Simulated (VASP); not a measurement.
Crystal: PbS.

```
CELL_PARAMETERS angstrom
2.09373 -6.03098 0.00000
2.09373 6.03098 0.00000
0.00000 0.00000 4.30766
ATOMIC_POSITIONS crystal
Pb 0.13056 0.86944 0.25000
Pb 0.86944 0.13056 0.75000
S 0.35480 0.64520 0.25000
S 0.64520 0.35480 0.75000
```

Base run:

| Quantity | Value |
| --- | --- |
| Program | VASP 6.6.1 |
| Functional | RPBE |
| Potentials or basis | VASP PAW PBE potentials, release 64 (Pb_d, S) |
| Cutoff | 520 eV |
| k mesh | 7 × 7 × 6 |
| Occupations | fermi-dirac, width 0.05 eV |
| Spin | no spin polarisation |

Its results: band gap on the k mesh 1.38 eV (least direct gap 1.52 eV); pressure 1.8 GPa; largest force 0.060 eV/Å.

The run is repeated on the same cell with these changes: dispersion from none to D3(BJ). What comes out?

Band gap on the k mesh 1.38 eV (least direct gap 1.52 eV); pressure -11.6 GPa; largest force 0.260 eV/Å.

Dispersion adds attraction, which lowers the pressure at fixed volume and, as a term added to the energy, leaves the levels alone.

Caveats: the PAW data sets were made with another functional, which shifts forces and pressure a little; spin-orbit coupling is left out, which moves the levels of the heavy elements; an odd mesh through Γ misses points on the zone boundary, where band edges can lie; the cell stands under tension (at least some runs).
